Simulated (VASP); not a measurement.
# MnMo3S8 (Cmcm) in VASP: single point with PBEsol

Aim: the single point of MnMo3S8 with PBEsol.

All numbers are computed with VASP 6.6.1; they aren't measurements. Logs are shortened: lines on timing, memory, paths and dates and some standing lists are left out, and cuts for length are marked.

## Step 1: The cell of the first run

It takes space group Cmcm (No. 63, orthorhombic). Conventional cell: a = 6.338 Å, b = 10.978 Å, c = 12.324 Å, α = 90.00°, β = 90.00°, γ = 90.00°. Within 3.2 Å of Mn (site symmetry m2m) lie 6 S at 2.41 Å and 6 Mo at 3.17 Å. Mo (site symmetry m) has 6 S at 2.39 to 2.40 Å and 4 Mo at 3.14 to 3.20 Å and 2 Mn at 3.17 Å within 3.2 Å. Mo (site symmetry m2m) has 6 S at 2.39 to 2.40 Å and 4 Mo at 3.14 to 3.20 Å and 2 Mn at 3.17 Å within 3.2 Å. S (site symmetry m) has 2 Mo at 2.39 Å and 1 Mn at 2.41 Å and 7 S at 3.10 to 3.20 Å within 3.2 Å. Within 3.2 Å of S (site symmetry 1) lie 2 Mo at 2.39 Å and 1 Mn at 2.41 Å and 7 S at 3.11 to 3.20 Å. Within 3.2 Å of S (site symmetry m) lie 3 Mo at 2.40 Å and 7 S at 3.07 to 3.17 Å.

## Step 2: Single point, PBEsol

Input file INCAR:

```
PREC = Accurate
ENCUT = 520
EDIFF = 1E-6
ISMEAR = 0
SIGMA = 0.05
LREAL = Auto
LASPH = T
NELM = 100
ALGO = Normal
ISIF = 2
LWAVE = F
LCHARG = F
GGA = PS
NBANDS = 121
```

Input file KPOINTS:

```
regular mesh
0
Gamma
  3 3 2
```

Input file POSCAR:

```
MnMo3S8
1.0
    6.3379961000      0.0000000000      0.0000000000
   -3.1689980000      5.4888656000      0.0000000000
    0.0000000000      0.0000000000     12.3240000000
Mn Mo S
2 6 16
Direct
    0.1652037291      0.3347962709      0.2500000000
    0.3347962709      0.1652037291      0.7500000000
    0.1682928667      0.8357149796      0.2500000000
    0.6642850204      0.3317071333      0.2500000000
    0.6640239175      0.8359760825      0.2500000000
    0.3317071333      0.6642850204      0.7500000000
    0.8357149796      0.1682928667      0.7500000000
    0.8359760825      0.6640239175      0.7500000000
    0.1663035218      0.3336964782      0.6241904734
    0.1663256106      0.8289341983      0.6239526715
    0.6710658017      0.3336743894      0.6239526715
    0.6678440982      0.8321559018      0.6252818046
    0.3336964782      0.1663035218      0.1241904734
    0.3336743894      0.6710658017      0.1239526715
    0.8289341983      0.1663256106      0.1239526715
    0.8321559018      0.6678440982      0.1252818046
    0.1663035218      0.3336964782      0.8758095266
    0.1663256106      0.8289341983      0.8760473285
    0.6710658017      0.3336743894      0.8760473285
    0.6678440982      0.8321559018      0.8747181954
    0.3336964782      0.1663035218      0.3758095266
    0.3336743894      0.6710658017      0.3760473285
    0.8289341983      0.1663256106      0.3760473285
    0.8321559018      0.6678440982      0.3747181954
```

Potentials or basis: VASP PAW PBE potentials, release 64 (Mn_pv, Mo_sv, S).

Run with:

```sh
> cat potpaw_PBE.64/Mn_pv/POTCAR potpaw_PBE.64/Mo_sv/POTCAR potpaw_PBE.64/S/POTCAR > POTCAR
> mpirun -np 1 vasp_std > vasp.out
```

OUTCAR:

```text
PREC = Accurate
   ENCUT = 520
   EDIFF = 1E-6
   ISMEAR = 0
   LREAL = Auto
   LASPH = T
   NELM = 100
   ISIF = 2
   GGA = PS

 ion  position               nearest neighbor table
   1  0.165  0.335  0.250-  14 2.41  22 2.41  15 2.41  23 2.41  13 2.41  21 2.41   3 3.17   4 3.17
                             5 3.17   5 3.17   3 3.17   4 3.17
   2  0.335  0.165  0.750-  10 2.41  18 2.41  11 2.41  19 2.41   9 2.41  17 2.41   6 3.17   7 3.17
                             8 3.17   8 3.17   6 3.17   7 3.17
   3  0.168  0.836  0.250-  14 2.39  22 2.39  21 2.39  13 2.39  16 2.40  24 2.40   5 3.14   4 3.14
                             1 3.17   1 3.17   4 3.19   5 3.20
   4  0.664  0.332  0.250-  15 2.39  23 2.39  21 2.39  13 2.39  16 2.40  24 2.40   5 3.14   3 3.14
                             1 3.17   1 3.17   3 3.19   5 3.20
   5  0.664  0.836  0.250-  15 2.39  23 2.39  22 2.39  14 2.39  16 2.40  24 2.40   4 3.14   3 3.14
                             1 3.17   1 3.17   4 3.20   3 3.20
   6  0.332  0.664  0.750-  10 2.39  18 2.39  17 2.39   9 2.39  12 2.40  20 2.40   8 3.14   7 3.14
                             2 3.17   2 3.17   7 3.19   8 3.20
   7  0.836  0.168  0.750-  11 2.39  19 2.39  17 2.39   9 2.39  12 2.40  20 2.40   8 3.14   6 3.14
                             2 3.17   2 3.17   6 3.19   8 3.20
   8  0.836  0.664  0.750-  11 2.39  19 2.39  18 2.39  10 2.39  12 2.40  20 2.40   7 3.14   6 3.14
                             2 3.17   2 3.17   7 3.20   6 3.20
   9  0.166  0.334  0.624-   6 2.39   7 2.39   2 2.41
  10  0.166  0.829  0.624-   6 2.39   8 2.39   2 2.41
  11  0.671  0.334  0.624-   7 2.39   8 2.39   2 2.41
  12  0.668  0.832  0.625-   7 2.40   6 2.40   8 2.40
  13  0.334  0.166  0.124-   3 2.39   4 2.39   1 2.41
  14  0.334  0.671  0.124-   3 2.39   5 2.39   1 2.41
[... 8 lines left out ...]
  23  0.829  0.166  0.376-   4 2.39   5 2.39   1 2.41
  24  0.832  0.668  0.375-   4 2.40   3 2.40   5 2.40

  LATTYP: Found a hexagonal cell.
 ALAT       =     6.3379961000
 C/A-ratio  =     1.9444631719

  Lattice vectors:

 A1 = (   6.3379961000,   0.0000000000,   0.0000000000)
 A2 = (  -3.1689980000,   5.4888656000,   0.0000000000)
 A3 = (   0.0000000000,   0.0000000000,  12.3240000000)

Analysis of symmetry for initial positions (statically):
=====================================================================
 Subroutine PRICEL returns:
 Original cell was already a primitive cell.

 Routine SETGRP: Setting up the symmetry group for a
 hexagonal supercell.

 Subroutine GETGRP returns: Found  8 space group operations
 (whereof  2 operations were pure point group operations)
 out of a pool of 24 trial point group operations.

The static configuration has the point symmetry C_2 .
 The point group associated with its full space group is D_2h.

Analysis of symmetry for dynamics (positions and initial velocities):
=====================================================================
 Subroutine PRICEL returns:
 Original cell was already a primitive cell.

 Routine SETGRP: Setting up the symmetry group for a
 hexagonal supercell.

 Subroutine GETGRP returns: Found  8 space group operations
 (whereof  2 operations were pure point group operations)
 out of a pool of 24 trial point group operations.

The dynamic configuration has the point symmetry C_2 .
 The point group associated with its full space group is D_2h.

 Subroutine INISYM returns: Found  8 space group operations
 (whereof  2 operations are pure point group operations),
 and found     1 'primitive' translations

----------------------------------------------------------------------------------------

                                     Primitive cell

  volume of cell :     428.7323

  direct lattice vectors                    reciprocal lattice vectors
     6.337996100  0.000000000  0.000000000     0.157778576  0.091093502  0.000000000
    -3.168998000  5.488865600  0.000000000     0.000000000  0.182187008  0.000000000
     0.000000000  0.000000000 12.324000000     0.000000000  0.000000000  0.081142486

  length of vectors
     6.337996100  6.337996048 12.324000000     0.182187006  0.182187008  0.081142486

  position of ions in fractional coordinates (direct lattice)
     0.165203729  0.334796271  0.250000000
     0.334796271  0.165203729  0.750000000
     0.168292867  0.835714980  0.250000000
     0.664285020  0.331707133  0.250000000
     0.664023918  0.835976082  0.250000000
     0.331707133  0.664285020  0.750000000
[... 16 lines left out ...]
     0.828934198  0.166325611  0.376047329
     0.832155902  0.667844098  0.374718195

  ion indices of the primitive-cell ions
   primitive index   ion index
                 1           1
                 2           2
                 3           3
                 4           4
                 5           5
                 6           6
[... 16 lines left out ...]
                23          23
                24          24

----------------------------------------------------------------------------------------

 KPOINTS: regular mesh

Automatic generation of k-mesh.
 Grid dimensions read from file:
 generate k-points for:    3    3    2

 Generating k-lattice:

  Cartesian coordinates                     Fractional coordinates (reciprocal lattice)
     0.052592859  0.030364501  0.000000000     0.333333333 -0.000000000  0.000000000
     0.000000000  0.060729003  0.000000000     0.000000000  0.333333333  0.000000000
     0.000000000  0.000000000  0.040571243     0.000000000  0.000000000  0.500000000

  Length of vectors
     0.060729002  0.060729003  0.040571243

  Shift w.r.t. Gamma in fractional coordinates (k-lattice)
     0.000000000  0.000000000  0.000000000

 Subroutine IBZKPT returns following result:
 ===========================================

 Found      8 irreducible k-points:

 Following reciprocal coordinates:
            Coordinates               Weight
  0.000000  0.000000  0.000000      1.000000
  0.333333  0.000000  0.000000      4.000000
 -0.333333  0.333333  0.000000      2.000000
  0.333333  0.333333  0.000000      2.000000
  0.000000  0.000000  0.500000      1.000000
  0.333333  0.000000  0.500000      4.000000
 -0.333333  0.333333  0.500000      2.000000
  0.333333  0.333333  0.500000      2.000000
   k-points           NKPTS =      8   k-points in BZ     NKDIM =      8   number of bands    NBANDS=    121
   number of dos      NEDOS =    301   number of ions     NIONS =     24
   total plane-waves  NPLWV = 221184
   dimension x,y,z NGX =    48 NGY =   48 NGZ =   96
   dimension x,y,z NGXF=    96 NGYF=   96 NGZF=  192
   ions per type =               2   6  16
   NGX,Y,Z   is equivalent  to a cutoff of  12.59, 12.59, 12.95 a.u.
   NGXF,Y,Z  is equivalent  to a cutoff of  25.18, 25.18, 25.90 a.u.
 SYSTEM =  unknown system
   PREC   = accura    normal or accurate (medium, high low for compatibility)
   ISTART =      0    job   : 0-new  1-cont  2-samecut
   ICHARG =      2    charge: 1-file 2-atom 10-const
   ISPIN  =      1    spin polarized calculation?
   LNONCOLLINEAR =      F non collinear calculations
   LSORBIT =      F    spin-orbit coupling
   LASPH  =      T    aspherical Exc in radial PAW
   ENCUT  =  520.0 eV  38.22 Ry    6.18 a.u.  11.78 11.78 22.91*2*pi/ulx,y,z
   NELM   =    100;   NELMIN=  2; NELMDL= -5     # of ELM steps
   EDIFF  = 0.1E-05   stopping-criterion for ELM
   LREAL  =      T    real-space projection
   EDIFFG = 0.1E-04   stopping-criterion for IOM
   NSW    =      0    number of steps for IOM
   IBRION =     -1    ionic relax: 0-MD 1-quasi-New 2-CG
   NFREE  =      0    steps in history (QN), initial steepest desc. (CG)
   ISIF   =      2    stress and relaxation
   ISYM   =      2    0-nonsym 1-usesym 2-fastsym
   POTIM  = 0.5000    time-step for ionic-motion
   TEBEG  =    0.0;   TEEND  =   0.0 temperature during run
   PSTRESS=    0.0 pullay stress
   NELECT =     206.0000    total number of electrons
   NUPDOWN=      -1.0000    fix difference up-down
   EMIN   =  10.00;   EMAX   =-10.00  energy-range for DOS
   EFERMI =   0.00;   METHOD = LEGACY
   ISMEAR =     0;   SIGMA  =   0.05  broadening in eV -4-tet -1-fermi 0-gaus
   EFERMI_NEDOS =   21; number of points for ismear=-14 and -15
   IALGO  =     38    algorithm
   IMIX   =      4    mixing-type and parameters
     AMIX     =   0.40;   BMIX     =  1.00
     AMIX_MAG =   1.60;   BMIX_MAG =  1.00
  volume/ion in A,a.u.               =      17.86       120.55
  Fermi-wavevector in a.u.,A,eV,Ry     =   1.282238  2.423078 22.369789  1.644133
  Thomas-Fermi vector in A             =   2.414561
   LORBIT       =      0    0 simple, 1 ext, 2 COOP (PROOUT), +10 PAW based schemes
   GGA     = PS    functional components
   LHFCALC =     F    Hartree Fock is set to
   AEXX    =    0.0000 exact exchange contribution
   IVDW    =     0    specifies the selected vdW correction
   LEPSILON=     F    determine dielectric tensor
   LRPA    =     F    only Hartree local field effects (RPA)
 non-spin polarized calculation
 Gauss-broadening in eV      SIGMA  =   0.05
  energy-cutoff  :      520.00
  volume of cell :      428.73
 maximum number of plane-waves:     11595
   NGX = 23   NGY = 23   NGZ = 45

 number of electron     205.9999973 magnetization

 Free energy of the ion-electron system (eV)
  ---------------------------------------------------
  ext. energy  EPLUGINS =         0.00000000
  ---------------------------------------------------
  free energy    TOTEN  =      -178.52279349 eV

  energy without entropy =     -178.48974629  energy(sigma->0) =     -178.50626989

 E-fermi :   7.4638     XC(G=0): -10.8747

 val. band max:        7.4616941929   @ k =   0.0000   0.0000   0.0000
 cond. band min:       7.4639504699   @ k =   0.0000   0.0000   0.5000
 fundamental gap:      0.0022562771
 Fermi energy:         7.4638001684

 k-point     1 :       0.0000    0.0000    0.0000
  band No.  band energies     occupation
      1     -54.4852      2.00000
      2     -54.4852      2.00000
      3     -54.4565      2.00000
      4     -54.4565      2.00000
      5     -54.4520      2.00000
      6     -54.4520      2.00000
[... 107 lines left out ...]
    114       8.5363      0.00000
    115       8.8945      0.00000

 k-point     2 :       0.3333    0.0000    0.0000
  band No.  band energies     occupation
      1     -54.4786      2.00000
      2     -54.4786      2.00000
      3     -54.4624      2.00000
      4     -54.4624      2.00000
      5     -54.4528      2.00000
      6     -54.4528      2.00000
[... 700 lines left out ...]
 k-point     8 :       0.3333    0.3333    0.5000
  band No.  band energies     occupation
      1     -54.4724      2.00000
      2     -54.4724      2.00000
      3     -54.4676      2.00000
      4     -54.4676      2.00000
      5     -54.4537      2.00000
      6     -54.4537      2.00000
[... 107 lines left out ...]
    114       8.3016      0.00000
    115       8.4600      0.00000
 [bands above 115 left out]

------------------------ aborting loop because EDIFF is reached ----------------------------------------

  FORCE on cell =-STRESS in cart. coord.  units (eV):
  Direction    XX          YY          ZZ          XY          YZ          ZX
  --------------------------------------------------------------------------------------
  -------------------------------------------------------------------------------------
  Total      -14.0084005    -14.0132543    -12.4205933     -0.0042038      0.0000000      0.0000000
  in kB      -52.3495409    -52.3676796    -46.4158887     -0.0157095      0.0000000      0.0000000
  external PRESSURE =     -50.3777031 kB  Pullay stress =       0.0000000 kB

 VOLUME and BASIS-vectors are now :
 -----------------------------------------------------------------------------
  energy-cutoff  :      520.00
  volume of cell :      428.73
      direct lattice vectors                 reciprocal lattice vectors
     6.337996100  0.000000000  0.000000000     0.157778576  0.091093502  0.000000000
    -3.168998000  5.488865600  0.000000000     0.000000000  0.182187008  0.000000000
     0.000000000  0.000000000 12.324000000     0.000000000  0.000000000  0.081142486

 POSITION                                       TOTAL-FORCE (eV/Angst)
 -----------------------------------------------------------------------------------
     -0.01391      1.83765      3.08100         0.051975     -0.030008      0.000000
      1.59841      0.90678      9.24300        -0.051975      0.030008      0.000000
     -1.58174      4.58713      3.08100        -0.273062     -0.117163      0.000000
      3.15906      1.82070      3.08100        -0.035065      0.295060      0.000000
      1.55937      4.58856      3.08100         0.239937     -0.138527      0.000000
     -0.00276      3.64617      9.24300         0.273062      0.117163      0.000000
[... 16 lines left out ...]
      4.72670      0.91294      4.63441         0.745628      0.438659     -0.662008
      3.15780      3.66571      4.61803         0.009938     -0.005737     -0.005199
 -----------------------------------------------------------------------------------
    total drift:                                0.000000      0.000000      0.000000

  FREE ENERGIE OF THE ION-ELECTRON SYSTEM (eV)
  ---------------------------------------------------
  free  energy   TOTEN  =      -178.5227934940 eV

  energy  without entropy=     -178.4897462871  energy(sigma->0) =     -178.50626989
```

It took 34 min on 1 thread of AMD EPYC 7R43 (Zen 3), shared host; peak memory 0.59 GiB.

What came out:

```yaml
Free_energy: -178.5228 eV
Pressure: -5.0 GPa
Largest_force: 1.089 eV/Å
Band_gap_on_the_k_mesh: zero (bands 103 and 104 overlap by 0.24 eV)
```

Forces in eV/Å, atoms in the order of the input:
```
Mn   0.052 -0.030  0.000
Mn  -0.052  0.030  0.000
Mo  -0.273 -0.117  0.000
Mo  -0.035  0.295  0.000
Mo   0.240 -0.139  0.000
Mo   0.273  0.117  0.000
Mo   0.035 -0.295  0.000
Mo  -0.240  0.139  0.000
S    0.738 -0.426  0.664
S    0.007  0.865  0.662
S   -0.746 -0.439  0.662
S   -0.010  0.006  0.005
S   -0.738  0.426  0.664
S   -0.007 -0.865  0.662
S    0.746  0.439  0.662
S    0.010 -0.006  0.005
S    0.738 -0.426 -0.664
S    0.007  0.865 -0.662
S   -0.746 -0.439 -0.662
S   -0.010  0.006 -0.005
S   -0.738  0.426 -0.664
S   -0.007 -0.865 -0.662
S    0.746  0.439 -0.662
S    0.010 -0.006 -0.005
```

Caveat: the k points lie up to 0.38 Å⁻¹ apart; the PAW data sets were made with another functional, which shifts forces and pressure a little; this functional lacks dispersion, which binds layers or chains, so the pressure and a relaxed spacing across them are unreliable; the run has no spin polarisation, though such a crystal can be magnetic; semilocal functionals often make such compounds metallic where correlation or magnetic order opens a gap, which also shifts bond lengths. With open d or f shells a metallic result of PBEsol can be an artefact of self-interaction; +U or a hybrid may open a gap.
